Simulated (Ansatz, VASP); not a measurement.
# One calculation of Be3Te, two programs

```
Be Te
1.0
     4.85729    0.00000    0.00000
    -2.42864    4.20654    0.00000
     0.00000    0.00000    3.75983
Be Te
3 1
Direct
  0.50000 0.00000 0.00000
  0.00000 0.50000 0.00000
  0.50000 0.50000 0.00000
  0.00000 0.00000 0.00000
```

Alike in both runs: functional PBE; k mesh 6 × 6 × 4; occupations gaussian, width 0.2 eV; no spin polarisation.

Ansatz relaxed the structure, and its values are those at the end. VASP's run is a single point on that final structure, the one shown.

|  | VASP | Ansatz |
| --- | --- | --- |
| version | VASP 6.6.1 | Ansatz 0.2.0 |
| potentials or method | VASP PAW PBE potentials, release 64 (Be, Te), cutoff 600 eV | scalar-relativistic, plane waves, PAW |
| valence electrons in the cell | 12 | 22 |

```tsv
	VASP	Ansatz	Ansatz less VASP
gap on the k mesh at the Fermi level (eV)	none	none	-
pressure (GPa)	0.4	0.3	-0.15
```

A gap of «none» marks a metal or a gap that the smearing closes. VASP's potentials hold 12 valence electrons a cell and Ansatz's 22, so a difference there can come from the potentials and not from the codes.

The k mesh is coarse, so the values compare programs but aren't converged. Neither program's run includes spin-orbit coupling.
